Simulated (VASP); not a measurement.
A run of VASP 6.6.1 is set up as follows.

INCAR

```
SYSTEM = Ta8HC8
PREC = Accurate
ENCUT = 520
EDIFF = 1E-6
ISMEAR = -1
SIGMA = 0.1
LREAL = Auto
LASPH = .TRUE.
NELM = 60
ALGO = Normal
ISIF = 2
LWAVE = .FALSE.
LCHARG = .FALSE.
GGA = PE
IBRION = 2
NSW = 45
EDIFFG = -0.08
```

The input KPOINTS:

```
regular mesh
0
G
  2 2 2
  0 0 0
```

File POSCAR:

```
Ta8HC8
1.0
    0.0000000000      4.4540000000      4.4540000000
    4.4540000000      0.0000000000      4.4540000000
    4.4540000000      4.4540000000      0.0000000000
Ta C H
8 8 1
Direct
    0.0000000000      0.0000000000      0.0000000000
    0.0000000000      0.0000000000      0.5000000000
    0.0000000000      0.5000000000      0.0000000000
    0.0000000000      0.5000000000      0.5000000000
    0.5000000000      0.0000000000      0.0000000000
    0.5000000000      0.0000000000      0.5000000000
    0.5000000000      0.5000000000      0.0000000000
    0.5000000000      0.5000000000      0.5000000000
    0.2500000000      0.2500000000      0.2500000000
    0.2500000000      0.2500000000      0.7500000000
    0.2500000000      0.7500000000      0.2500000000
    0.2500000000      0.7500000000      0.7500000000
    0.7500000000      0.2500000000      0.2500000000
    0.7500000000      0.2500000000      0.7500000000
    0.7500000000      0.7500000000      0.2500000000
    0.7500000000      0.7500000000      0.7500000000
    0.6226826000      0.6260591000      0.6286779000
```

Potentials or basis: VASP PAW PBE potentials, release 64 (Ta_pv, C, H).

Command:

```bash
$ cat potpaw_PBE.64/Ta_pv/POTCAR potpaw_PBE.64/C/POTCAR potpaw_PBE.64/H/POTCAR > POTCAR
$ mpirun -np 1 vasp_std > vasp.out
```

Question: Estimate the energy gained by relaxing.

Answer: 9.2 meV/atom.

Question: Estimate the band gap on the k mesh.

Answer: Zero (an odd number of electrons rules out a gap without spin polarisation).

Forces in eV/Å, atoms in the order of the input:
```
Ta   0.016  0.016  0.016
Ta  -0.014 -0.014  0.015
Ta  -0.014  0.015 -0.015
Ta   0.029 -0.022 -0.025
Ta   0.016 -0.016 -0.016
Ta  -0.018  0.026 -0.026
Ta  -0.019 -0.023  0.023
Ta   0.029  0.025  0.022
C    0.020  0.018  0.017
C   -0.016 -0.018  0.018
C   -0.016  0.019 -0.019
C   -0.003  0.009  0.006
C    0.020 -0.017 -0.018
C    0.007 -0.001  0.001
C    0.002  0.000  0.000
C   -0.003 -0.006 -0.009
H   -0.037 -0.011  0.010
```

Caveat: the k points lie up to 0.61 Å⁻¹ apart, too coarse for converged energies and pressures of a metal; spin-orbit coupling is left out, which moves the levels of the heavy elements; the relaxation stopped at a loose force limit of 0.08 eV/Å, so its end isn't a converged minimum.
